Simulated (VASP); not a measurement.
# InP (I4/mmm) in VASP: single point with LDA

Aim: the single point of InP with LDA.

All numbers are computed with VASP 6.6.1; they aren't measurements. Logs are shortened: lines on timing, memory, paths and dates and some standing lists are left out, and cuts for length are marked.

**1. The cell of the first run**

The structure is tetragonal, space group I4/mmm (No. 139). The conventional cell has a = 3.786 Å, b = 3.786 Å, c = 5.544 Å, α = 90.00°, β = 90.00°, γ = 90.00°. Within 3.5 Å of In (site symmetry 4/mmm) lie 6 P at 2.68 to 2.77 Å. Within 3.5 Å of P (site symmetry 4/mmm) lie 6 In at 2.68 to 2.77 Å.

**2. Single point, LDA (mode 4 frozen in at +0.000 Å, strain +e along z and -e/2 along x and y +0.0233)**

Contents of INCAR:

```
PREC = Accurate
ENCUT = 520
EDIFF = 1E-7
ISMEAR = 0
SIGMA = 0.15
LREAL = F
LASPH = T
NELM = 60
ALGO = Normal
ISIF = 2
LWAVE = F
LCHARG = F
NBANDS = 16
```

Contents of KPOINTS:

```
regular mesh
0
Gamma
  14 14 14
```

Contents of POSCAR:

```
InP
1.0
    0.0000000000      2.6772781978      2.7719520208
    2.6772781978      0.0000000000      2.7719520208
    2.6772781978      2.6772781978      0.0000000000
In P
1 1
Direct
    0.0000000000      0.0000000000      0.0000000000
    0.5000000000      0.5000000000      0.5000000000
```

Potentials or basis: VASP PAW LDA potentials, release 64 (In_d, P).

The run is started by

```bash
> cat potpaw_LDA.64/In_d/POTCAR potpaw_LDA.64/P/POTCAR > POTCAR
> mpirun -np 1 vasp_std > vasp.out
```

OUTCAR:

```text
PREC = Accurate
   ENCUT = 520
   EDIFF = 1E-7
   ISMEAR = 0
   LREAL = F
   LASPH = T
   NELM = 60
   ISIF = 2

 ion  position               nearest neighbor table
   1  0.000  0.000  0.000-   2 2.68   2 2.68   2 2.68   2 2.68   2 2.77   2 2.77
   2  0.500  0.500  0.500-   1 2.68   1 2.68   1 2.68   1 2.68   1 2.77   1 2.77

  LATTYP: Found a body centered tetragonal cell.
 ALAT       =     3.7862431376
 C/A-ratio  =     1.4642229355

  Lattice vectors:

 A1 = (  -2.6772781978,   0.0000000000,   2.7719520208)
 A2 = (   2.6772781978,   0.0000000000,   2.7719520208)
 A3 = (   0.0000000000,   2.6772781978,  -2.7719520208)

Analysis of symmetry for initial positions (statically):
=====================================================================
 Subroutine PRICEL returns:
 Original cell was already a primitive cell.

 Routine SETGRP: Setting up the symmetry group for a
 body centered tetragonal supercell.

 Subroutine GETGRP returns: Found 16 space group operations
 (whereof 16 operations were pure point group operations)
 out of a pool of 16 trial point group operations.

The static configuration has the point symmetry D_4h.

Analysis of symmetry for dynamics (positions and initial velocities):
=====================================================================
 Subroutine PRICEL returns:
 Original cell was already a primitive cell.

 Routine SETGRP: Setting up the symmetry group for a
 body centered tetragonal supercell.

 Subroutine GETGRP returns: Found 16 space group operations
 (whereof 16 operations were pure point group operations)
 out of a pool of 16 trial point group operations.

The dynamic configuration has the point symmetry D_4h.

 Subroutine INISYM returns: Found 16 space group operations
 (whereof 16 operations are pure point group operations),
 and found     1 'primitive' translations

----------------------------------------------------------------------------------------

                                     Primitive cell

  volume of cell :      39.7377

  direct lattice vectors                    reciprocal lattice vectors
     0.000000000  2.677278198  2.771952021    -0.186756834  0.186756834  0.180378302
     2.677278198  0.000000000  2.771952021     0.186756834 -0.186756834  0.180378302
     2.677278198  2.677278198  0.000000000     0.186756834  0.186756834 -0.180378302

  length of vectors
     3.853769136  3.853769136  3.786243138     0.319832084  0.319832084  0.319832084

  position of ions in fractional coordinates (direct lattice)
     0.000000000  0.000000000  0.000000000
     0.500000000  0.500000000  0.500000000

  ion indices of the primitive-cell ions
   primitive index   ion index
                 1           1
                 2           2

----------------------------------------------------------------------------------------

 KPOINTS: regular mesh

Automatic generation of k-mesh.
 Grid dimensions read from file:
 generate k-points for:   14   14   14

 Generating k-lattice:

  Cartesian coordinates                     Fractional coordinates (reciprocal lattice)
    -0.013339774  0.013339774  0.012884164     0.071428571  0.000000000  0.000000000
     0.013339774 -0.013339774  0.012884164     0.000000000  0.071428571  0.000000000
     0.013339774  0.013339774 -0.012884164     0.000000000  0.000000000  0.071428571

  Length of vectors
     0.022845149  0.022845149  0.022845149

  Shift w.r.t. Gamma in fractional coordinates (k-lattice)
     0.000000000  0.000000000  0.000000000

 Subroutine IBZKPT returns following result:
 ===========================================

 Found    244 irreducible k-points:

 Following reciprocal coordinates:
            Coordinates               Weight
  0.000000  0.000000  0.000000      1.000000
  0.071429  0.000000  0.000000      8.000000
  0.142857 -0.000000  0.000000      8.000000
  0.214286  0.000000  0.000000      8.000000
  0.285714  0.000000  0.000000      8.000000
  0.357143 -0.000000  0.000000      8.000000
[... 16 lines left out ...]
  0.214286  0.142857  0.000000      8.000000
  0.285714  0.142857  0.000000      8.000000
 [... further k-points ...]
   k-points           NKPTS =    244   k-points in BZ     NKDIM =    244   number of bands    NBANDS=     16
   number of dos      NEDOS =    301   number of ions     NIONS =      2
   total plane-waves  NPLWV =  25200
   dimension x,y,z NGX =    30 NGY =   30 NGZ =   28
   dimension x,y,z NGXF=    60 NGYF=   60 NGZF=   56
   ions per type =               1   1
   NGX,Y,Z   is equivalent  to a cutoff of  12.94, 12.94, 12.29 a.u.
   NGXF,Y,Z  is equivalent  to a cutoff of  25.88, 25.88, 24.59 a.u.
 SYSTEM =  unknown system
   PREC   = accura    normal or accurate (medium, high low for compatibility)
   ISTART =      0    job   : 0-new  1-cont  2-samecut
   ICHARG =      2    charge: 1-file 2-atom 10-const
   ISPIN  =      1    spin polarized calculation?
   LNONCOLLINEAR =      F non collinear calculations
   LSORBIT =      F    spin-orbit coupling
   LASPH  =      T    aspherical Exc in radial PAW
   ENCUT  =  520.0 eV  38.22 Ry    6.18 a.u.   7.17  7.17  7.04*2*pi/ulx,y,z
   NELM   =     60;   NELMIN=  2; NELMDL= -5     # of ELM steps
   EDIFF  = 0.1E-06   stopping-criterion for ELM
   LREAL  =      F    real-space projection
   EDIFFG = 0.1E-05   stopping-criterion for IOM
   NSW    =      0    number of steps for IOM
   IBRION =     -1    ionic relax: 0-MD 1-quasi-New 2-CG
   NFREE  =      0    steps in history (QN), initial steepest desc. (CG)
   ISIF   =      2    stress and relaxation
   ISYM   =      2    0-nonsym 1-usesym 2-fastsym
   POTIM  = 0.5000    time-step for ionic-motion
   TEBEG  =    0.0;   TEEND  =   0.0 temperature during run
   PSTRESS=    0.0 pullay stress
   NELECT =      18.0000    total number of electrons
   NUPDOWN=      -1.0000    fix difference up-down
   EMIN   =  10.00;   EMAX   =-10.00  energy-range for DOS
   EFERMI =   0.00;   METHOD = LEGACY
   ISMEAR =     0;   SIGMA  =   0.15  broadening in eV -4-tet -1-fermi 0-gaus
   EFERMI_NEDOS =   21; number of points for ismear=-14 and -15
   IALGO  =     38    algorithm
   IMIX   =      4    mixing-type and parameters
     AMIX     =   0.40;   BMIX     =  1.00
     AMIX_MAG =   1.60;   BMIX_MAG =  1.00
  volume/ion in A,a.u.               =      19.87       134.08
  Fermi-wavevector in a.u.,A,eV,Ry     =   1.257278  2.375912 21.507393  1.580749
  Thomas-Fermi vector in A             =   2.390945
   LORBIT       =      0    0 simple, 1 ext, 2 COOP (PROOUT), +10 PAW based schemes
   GGA     = CA    functional components
   LHFCALC =     F    Hartree Fock is set to
   AEXX    =    0.0000 exact exchange contribution
   IVDW    =     0    specifies the selected vdW correction
   LEPSILON=     F    determine dielectric tensor
   LRPA    =     F    only Hartree local field effects (RPA)
 non-spin polarized calculation
 Gauss-broadening in eV      SIGMA  =   0.15
  energy-cutoff  :      520.00
  volume of cell :       39.74
 maximum number of plane-waves:      1081
 NGX is ok and might be reduce to    30
   NGX = 15   NGY = 15   NGZ = 15

 number of electron      18.0000003 magnetization

 Free energy of the ion-electron system (eV)
  ---------------------------------------------------
  ext. energy  EPLUGINS =         0.00000000
  ---------------------------------------------------
  free energy    TOTEN  =        -9.31313220 eV

  energy without entropy =       -9.30134049  energy(sigma->0) =       -9.30723635

 E-fermi :   7.6838     XC(G=0): -10.9414

 val. band max:        7.6809702470   @ k =  -0.2143   0.1429   0.0714
 cond. band min:       7.6869410400   @ k =   0.3571   0.0714   0.1429
 fundamental gap:      0.0059707930
 Fermi energy:         7.6837969440

 k-point     1 :       0.0000    0.0000    0.0000
  band No.  band energies     occupation
      1      -6.5751      2.00000
      2      -6.5729      2.00000
      3      -6.5592      2.00000
      4      -6.5310      2.00000
      5      -6.5310      2.00000
      6      -4.8252      2.00000
[... 8 lines left out ...]
     15      16.7831      0.00000
     16      16.7831      0.00000

 k-point     2 :       0.0714    0.0000    0.0000
  band No.  band energies     occupation
      1      -6.5785      2.00000
      2      -6.5750      2.00000
      3      -6.5558      2.00000
      4      -6.5303      2.00000
      5      -6.5273      2.00000
      6      -4.7568      2.00000
[... 8 lines left out ...]
     15      16.0750      0.00000
     16      16.5290      0.00000

 k-point     3 :       0.1429   -0.0000    0.0000
  band No.  band energies     occupation
      1      -6.5893      2.00000
      2      -6.5836      2.00000
      3      -6.5475      2.00000
      4      -6.5245      2.00000
      5      -6.5156      2.00000
      6      -4.5523      2.00000
[... 8 lines left out ...]
     15      15.7485      0.00000
     16      16.2605      0.00000

 k-point     4 :       0.2143    0.0000    0.0000
  band No.  band energies     occupation
      1      -6.6064      2.00000
      2      -6.5975      2.00000
      3      -6.5461      2.00000
      4      -6.5053      2.00000
      5      -6.4971      2.00000
      6      -4.2171      2.00000
[... 8 lines left out ...]
     15      16.1858      0.00000
     16      16.2707      0.00000
[... 324 lines left out ...]
 k-point    22 :       0.1429    0.1429    0.0000
  band No.  band energies     occupation
      1      -6.6298      2.00000
      2      -6.5715      2.00000
      3      -6.5655      2.00000
      4      -6.5073      2.00000
      5      -6.5073      2.00000
      6      -4.4496      2.00000
[... 8 lines left out ...]
     15      18.0290      0.00000
     16      18.0290      0.00000

 k-point    23 :       0.2143    0.1429    0.0000
  band No.  band energies     occupation
      1      -6.6577      2.00000
      2      -6.5742      2.00000
      3      -6.5673      2.00000
      4      -6.4967      2.00000
      5      -6.4916      2.00000
      6      -4.1946      2.00000
[... 8 lines left out ...]
     15      17.7459      0.00000
     16      18.1148      0.00000

 k-point    24 :       0.2857    0.1429    0.0000
  band No.  band energies     occupation
      1      -6.6800      2.00000
      2      -6.5796      2.00000
      3      -6.5706      2.00000
      4      -6.4878      2.00000
      5      -6.4705      2.00000
      6      -3.8171      2.00000
[... 8 lines left out ...]
     15      17.9596      0.00000
     16      18.0866      0.00000

 [... further k-points ...]

------------------------ aborting loop because EDIFF is reached ----------------------------------------

  FORCE on cell =-STRESS in cart. coord.  units (eV):
  Direction    XX          YY          ZZ          XY          YZ          ZX
  --------------------------------------------------------------------------------------
  -------------------------------------------------------------------------------------
  Total        0.4115388      0.4115388     -0.6478533      0.0000000      0.0000000      0.0000000
  in kB       16.5927622     16.5927622    -26.1206836      0.0000000      0.0000000      0.0000000
  external PRESSURE =       2.3549470 kB  Pullay stress =       0.0000000 kB

 VOLUME and BASIS-vectors are now :
 -----------------------------------------------------------------------------
  energy-cutoff  :      520.00
  volume of cell :       39.74
      direct lattice vectors                 reciprocal lattice vectors
     0.000000000  2.677278198  2.771952021    -0.186756834  0.186756834  0.180378302
     2.677278198  0.000000000  2.771952021     0.186756834 -0.186756834  0.180378302
     2.677278198  2.677278198  0.000000000     0.186756834  0.186756834 -0.180378302

 POSITION                                       TOTAL-FORCE (eV/Angst)
 -----------------------------------------------------------------------------------
      0.00000      0.00000      0.00000        -0.000000     -0.000000      0.000000
      2.67728      2.67728      2.77195         0.000000      0.000000     -0.000000
 -----------------------------------------------------------------------------------
    total drift:                               -0.000000      0.000000      0.000000

  FREE ENERGIE OF THE ION-ELECTRON SYSTEM (eV)
  ---------------------------------------------------
  free  energy   TOTEN  =        -9.3131322039 eV

  energy  without entropy=       -9.3013404912  energy(sigma->0) =       -9.30723635
```

It took 2.1 min on 1 thread of Intel Xeon Platinum 8488C (Sapphire Rapids), shared host; peak memory 0.26 GiB.

Results:

```
Free energy            : -9.3131 eV
Pressure               : 0.2 GPa
Band gap on the k mesh : zero (band 9 reaches 8.10 eV, above the bottom of band 10 at 5.29 eV)
```

Stress tensor (GPa, compression positive):
```
 1.66  0.00  0.00
 0.00  1.66  0.00
 0.00  0.00 -2.61
```

Levels at points of the mesh, in eV from the Fermi level:
| k point | band 5 | band 6 | band 7 | band 8 | band 9 | band 10 | band 11 | band 12 | band 13 | band 14 |
| --- | --- | --- | --- | --- | --- | --- | --- | --- | --- | --- |
| (0.00, 0.00, 0.00) | -14.21 | -12.51 | -0.43 | -0.43 | -0.11 | 0.94 | 6.99 | 7.24 | 7.24 | 7.99 |
| (0.50, 0.00, 0.00) | -14.12 | -10.18 | -7.06 | 0.11 | 0.30 | 2.38 | 3.23 | 3.46 | 5.63 | 11.30 |
| (0.50, 0.50, 0.00) | -14.08 | -9.11 | -5.38 | -2.45 | -2.45 | -2.29 | 3.82 | 10.40 | 10.40 | 10.40 |
| (0.50, 0.00, 0.50) | -14.07 | -8.73 | -5.38 | -2.82 | -2.69 | -2.40 | 3.66 | 9.67 | 10.66 | 10.77 |

Caveat: the cell differs from its parent crystal (mode 4 frozen in at +0.000 Å, strain +e along z and -e/2 along x and y +0.0233); spin-orbit coupling is left out, which moves the levels of the heavy elements.
